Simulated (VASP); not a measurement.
A run of VASP 6.6.1 is set up as follows.

INCAR

```
  ALGO = Normal
  EDIFF = 1E-6
  ENCUT = 700
  GGA = PS
  GGA_COMPAT = False
  ISIF = 2
  ISMEAR = 0
  LASPH = True
  LCHARG = False
  LREAL = False
  LWAVE = False
  NBANDS = 39
  NELM = 120
  PREC = Accurate
  SIGMA = 0.05
```

KPOINTS

```
k-points
0
Gamma
  12 12 4
```

POSCAR

```
NiO2
1.0
    2.7833395248      0.0000000000      0.0000000000
   -1.3916697624      2.3742860948      0.0000000000
    0.0000000000      0.0000000000     10.8430490062
Ni O
2 4
Direct
    0.0000000000      0.0000000000      0.0000000000
    0.0000000000      0.0000000000      0.5000000000
    0.6666666667      0.3333333333      0.0860929541
    0.6666666667      0.3333333333      0.4139070459
    0.3333333333      0.6666666667      0.9139070459
    0.3333333333      0.6666666667      0.5860929541
```

Potentials or basis: VASP PAW PBE potentials, release 64 (Ni_sv_GW, O).

Run with:

```console
$ cat potpaw_PBE.64/Ni_sv_GW/POTCAR potpaw_PBE.64/O/POTCAR > POTCAR
$ mpirun -np 1 vasp_std > vasp.out
```

Question: Estimate the band gap on the k mesh.

Answer: 1.17 eV (least direct gap 1.42 eV).

Question: Predict the largest force.

Answer: 0.259 eV/Å.

Forces in eV/Å, atoms in the order of the input:
```
Ni   0.000  0.000  0.000
Ni   0.000  0.000  0.000
O    0.000 -0.094  0.241
O    0.000 -0.094 -0.241
O    0.000  0.094 -0.241
O    0.000  0.094  0.241
```

Caveat: the cell differs from its parent crystal (strain -0.0150 x Voigt [0, 1, 0, 0, 0, 0]); the PAW data sets were made with another functional, which shifts forces and pressure a little; the run has no spin polarisation, though such a crystal can be magnetic. Spin polarisation is off, so any magnetic state and its effect on volume and gap are missing.
